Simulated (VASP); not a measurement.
# BaTiO3 (Pm-3m) in VASP: notebook, part 2 of 2

VASP 6.6.1.

## 4. Single point, PBEsol

This run uses another cell than the first one, of 13.89 Å³/atom, 1.052 times its volume.

INCAR reads:

```
SYSTEM = BaTiO3
  PREC = Accurate
  ENCUT = 600
  EDIFF = 1E-6
  ISMEAR = 0
  SIGMA = 0.01
  LREAL = .FALSE.
  LASPH = .TRUE.
  NELM = 120
  ALGO = Normal
  ISIF = 2
  LWAVE = .FALSE.
  LCHARG = .FALSE.
  GGA = PS
  NBANDS = 28
  GGA_COMPAT = .FALSE.
```

KPOINTS reads:

```
regular mesh
0
G
  4 4 4
  0 0 0
```

POSCAR reads:

```
BaTiO3
1.0
    4.1100981854      0.0000000000      0.0000000000
    0.0000000000      4.1100981854      0.0000000000
    0.0000000000      0.0000000000      4.1100981854
Ba Ti O
1 1 3
Direct
    0.5000000000      0.5000000000      0.5000000000
    0.0000000000      0.0000000000      0.0000000000
    0.5000000000      0.0000000000      0.0000000000
    0.0000000000      0.5000000000      0.0000000000
    0.0000000000      0.0000000000      0.5000000000
```

Potentials or basis: VASP PAW PBE potentials, release 64 (Ba_sv, Ti_sv, O).

Run with:

```bash
> cat potpaw_PBE.64/Ba_sv/POTCAR potpaw_PBE.64/Ti_sv/POTCAR potpaw_PBE.64/O/POTCAR > POTCAR
> mpirun -np 1 vasp_std > vasp.out
```

OUTCAR:

```text
SYSTEM = BaTiO3
   PREC = Accurate
   ENCUT = 600
   EDIFF = 1E-6
   ISMEAR = 0
   LREAL = .FALSE.
   LASPH = .TRUE.
   NELM = 120
   ISIF = 2
   GGA = PS

 ion  position               nearest neighbor table
   1  0.500  0.500  0.500-   3 2.91   4 2.91   5 2.91   3 2.91   4 2.91   3 2.91   5 2.91   3 2.91
                             4 2.91   5 2.91   4 2.91   5 2.91   2 3.56   2 3.56   2 3.56   2 3.56
   2  0.000  0.000  0.000-   3 2.06   4 2.06   5 2.06   5 2.06   4 2.06   3 2.06   1 3.56   1 3.56
                             1 3.56   1 3.56   1 3.56   1 3.56   1 3.56   1 3.56
[... 501 lines left out ...]
  -------------------------------------------------------------------------------------
  Total       -5.8904762     -5.8904762     -5.8904762     -0.0000000     -0.0000000      0.0000000
  in kB     -135.9265814   -135.9265814   -135.9265814     -0.0000000     -0.0000000      0.0000000
  external PRESSURE =    -135.9265814 kB  Pullay stress =       0.0000000 kB

 VOLUME and BASIS-vectors are now :
 -----------------------------------------------------------------------------
  energy-cutoff  :      600.00
  volume of cell :       69.43
      direct lattice vectors                 reciprocal lattice vectors
     4.110098185  0.000000000  0.000000000     0.243303190  0.000000000  0.000000000
     0.000000000  4.110098185  0.000000000     0.000000000  0.243303190  0.000000000
     0.000000000  0.000000000  4.110098185     0.000000000  0.000000000  0.243303190

 POSITION                                       TOTAL-FORCE (eV/Angst)
 -----------------------------------------------------------------------------------
      2.05505      2.05505      2.05505         0.000000      0.000000      0.000000
      0.00000      0.00000      0.00000         0.000000      0.000000      0.000000
      2.05505      0.00000      0.00000         0.000000      0.000000      0.000000
      0.00000      2.05505      0.00000         0.000000      0.000000      0.000000
      0.00000      0.00000      2.05505         0.000000      0.000000      0.000000
 -----------------------------------------------------------------------------------
    total drift:                                0.000000      0.000000     -0.000000

  FREE ENERGIE OF THE ION-ELECTRON SYSTEM (eV)
  ---------------------------------------------------
  free  energy   TOTEN  =       -41.6940645188 eV

  energy  without entropy=      -41.6940645188  energy(sigma->0) =      -41.69406452
```

OSZICAR:

```text
N       E                     dE             d eps       ncg     rms          rms(c)
DAV:   1     0.451183822045E+03    0.45118E+03   -0.22206E+04   560   0.167E+03
DAV:   2    -0.225581442830E+01   -0.45344E+03   -0.43453E+03   628   0.432E+02
DAV:   3    -0.500076280598E+02   -0.47752E+02   -0.47162E+02   652   0.142E+02
DAV:   4    -0.523740917523E+02   -0.23665E+01   -0.23612E+01   884   0.286E+01
DAV:   5    -0.524150711509E+02   -0.40979E-01   -0.40967E-01   716   0.359E+00    0.210E+01
DAV:   6    -0.421733682278E+02    0.10242E+02   -0.56864E+01   780   0.609E+01    0.100E+01
DAV:   7    -0.419518701807E+02    0.22150E+00   -0.10585E+01   740   0.229E+01    0.601E+00
DAV:   8    -0.417206566214E+02    0.23121E+00   -0.72736E-01   696   0.689E+00    0.318E+00
DAV:   9    -0.417380040029E+02   -0.17347E-01   -0.46717E-01   792   0.559E+00    0.190E+00
DAV:  10    -0.416990982058E+02    0.38906E-01   -0.21581E-01   664   0.438E+00    0.562E-01
DAV:  11    -0.416941800459E+02    0.49182E-02   -0.23629E-02   660   0.931E-01    0.198E-01
DAV:  12    -0.416945052634E+02   -0.32522E-03   -0.36906E-03   728   0.549E-01    0.161E-01
DAV:  13    -0.416940811352E+02    0.42413E-03   -0.10263E-03   692   0.304E-01    0.445E-02
DAV:  14    -0.416940637742E+02    0.17361E-04   -0.66904E-05   808   0.625E-02    0.117E-02
DAV:  15    -0.416940645188E+02   -0.74461E-06   -0.60741E-06   632   0.166E-02
   1 F= -.41694065E+02 E0= -.41694065E+02  d E =-.325115E-46
```

Run time: 53 s. Hardware: 1 thread of Intel Xeon 8259CL, shared host; peak memory 0.21 GiB.

What came out:

- Free energy: -41.6941 eV
- Pressure: -13.6 GPa
- Band gap on the k mesh: 1.53 eV, indirect (least direct gap 1.74 eV)

Levels at points of the mesh, in eV from the valence-band top:
```tsv
k point	band 16	band 17	band 18	band 19	band 20	band 21	band 22	band 23	band 24	band 25
(0.00, 0.00, 0.00)	-0.99	-0.99	-0.21	-0.21	-0.21	1.53	1.53	1.53	3.40	3.40
(0.50, 0.00, 0.00)	-1.76	-1.76	-1.74	-0.72	-0.72	1.66	3.09	3.09	3.40	5.21
(0.50, 0.50, 0.00)	-2.47	-1.76	-0.91	-0.91	-0.08	3.09	3.09	3.47	4.14	6.88
(0.50, 0.50, 0.50)	-2.43	-2.43	0.00	0.00	0.00	3.68	3.68	3.68	6.28	6.28
```

Caveat: the PAW data sets were made with another functional, which shifts forces and pressure a little; spin-orbit coupling is left out, which moves the levels of the heavy elements. A k mesh can miss the band edges.

## 5. The runs side by side

```csv
cell,gap on the mesh (eV),pressure (GPa)
"a = 4.041 Å, 5 atoms",1.63,-7.0
"a = 4.076 Å, 5 atoms",1.58,-10.5
"a = 4.110 Å, 5 atoms",1.53,-13.6
```

Alike in all rows: task single point; level PBEsol; potentials or basis VASP PAW PBE potentials, release 64 (Ba_sv, Ti_sv, O); no spin polarisation; k mesh 4 × 4 × 4; cutoff (eV) 600; smearing gaussian 0.01 eV.

Caveats: the PAW data sets were made with another functional, which shifts forces and pressure a little; spin-orbit coupling is left out, which moves the levels of the heavy elements.

Absolute energies hang on the potentials; compare differences alone.
